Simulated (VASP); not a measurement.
Pb, 2 atoms in the cell. The structure is hexagonal, space group P6_3/mmc (No. 194). Conventional cell: a = 3.674 Å, b = 3.674 Å, c = 5.016 Å, α = 90.00°, β = 90.00°, γ = 120.00°. Pb (site symmetry -6m2) has 12 Pb at 3.28 to 3.67 Å within 4.3 Å. This isn't the form of Pb at room conditions, which is fcc. This cell differs from its parent crystal: ratio of the length along z to the lengths across it x 0.85, volume and fractional coordinates fixed.

| Quantity | Value |
| --- | --- |
| Program | VASP 6.6.1 |
| Task | single point |
| Functional | PBEsol |
| Potentials or basis | VASP PAW PBE potentials, release 64 (Pb_d) |
| Cutoff | 520 eV |
| k mesh | 18 × 18 × 10 |
| Occupations | gaussian, width 0.15 eV |
| Spin | no spin polarisation |
| Dipole correction | no |
| Further INCAR settings | ALGO = Fast; EDIFF = 1e-07; NBANDS = 21 |

Potentials or basis: VASP PAW PBE potentials, release 64 (Pb_d).

Command:

```bash
$ cat potpaw_PBE.64/Pb_d/POTCAR > POTCAR
$ mpirun -np 1 vasp_std > vasp.out
```

Hardware: 1 thread of AMD EPYC 9R45 96-Core Processor (Zen 5), on a shared host.

**Question.** Estimate the wall time of this run.

**Answer.** It took 3.9 min on 1 thread of AMD EPYC 9R45 96-Core Processor (Zen 5), on a shared host, peak memory 0.3 GiB. Counts: scf iterations 22, k points 222.
